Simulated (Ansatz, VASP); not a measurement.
**Hf3H in VASP and in Ansatz**

```
Hf H
1.0
     3.18374    0.00000    0.00000
    -1.59187    2.75720    0.00000
     0.00000    0.00000    7.83522
Hf H
3 1
Direct
  0.66667 0.33333 0.67242
  0.33333 0.66667 0.32758
  0.00000 0.00000 0.00000
  0.00000 0.00000 0.50000
```

Alike in both runs: functional PBE; k mesh 12 × 12 × 6; occupations gaussian, width 0.1 eV; no spin polarisation.

Ansatz relaxed the structure, and its values are those at the end. VASP's run is a single point on that final structure, the one shown.

```csv
,VASP,Ansatz
version,VASP 6.6.1,Ansatz 0.2.0
potentials or method,"VASP PAW PBE potentials, release 64 (Hf_pv, H), cutoff 520 eV","scalar-relativistic, plane waves, PAW"
valence electrons in the cell,31,79
```

Ansatz gave:

| Property | Result |
| --- | --- |
| gap on the k mesh at the Fermi level (eV) | none |
| pressure (GPa) | 0.0 |
| rms of the force components (eV/Å) | 0.000 |

Q: Estimate VASP's values.

A: gap on the k mesh at the Fermi level (eV): none; pressure (GPa): -0.5; rms of the force components (eV/Å): 0.005.

A gap of «none» marks a metal or a gap that the smearing closes. The functional is the same, so the differences come from potentials, cutoffs and numerics. VASP's potentials hold 31 valence electrons a cell and Ansatz's 79, so a difference there can come from the potentials and not from the codes.

Neither program's run includes spin-orbit coupling.
